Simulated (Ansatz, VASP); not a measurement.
**TiN: VASP beside Ansatz**

```
Ti N
1.0
     0.00000    2.11900    2.11900
     2.11900    0.00000    2.11900
     2.11900    2.11900    0.00000
Ti N
1 1
Direct
  0.00000 0.00000 0.00000
  0.50000 0.50000 0.50000
```

Alike in both runs: task relaxation of cell and atoms; functional r2SCAN; dispersion D4; k mesh 11 × 11 × 11; occupations gaussian, width 0.1 eV; no spin polarisation.

|  | VASP | Ansatz |
| --- | --- | --- |
| version | VASP 6.6.1 | Ansatz 0.2.0 |
| potentials or method | VASP PAW PBE potentials, release 64 (Ti_sv, N) | plane waves, PAW |
| plane-wave cutoff (eV) | 660 | 500 |
| valence electrons in the cell | 17 | 17 |

|  | VASP | Ansatz | Ansatz less VASP |
| --- | --- | --- | --- |
| relaxed volume (Å³/atom) | 9.45 | 9.40 | -0.052 |
| relaxed length of the cell vector where the two differ most in proportion (Å) | 2.990 | 2.984 | -0.0055 |

VASP's potentials were made for PBE, not for r2SCAN. Ansatz's warnings: stress scf threshold loose.
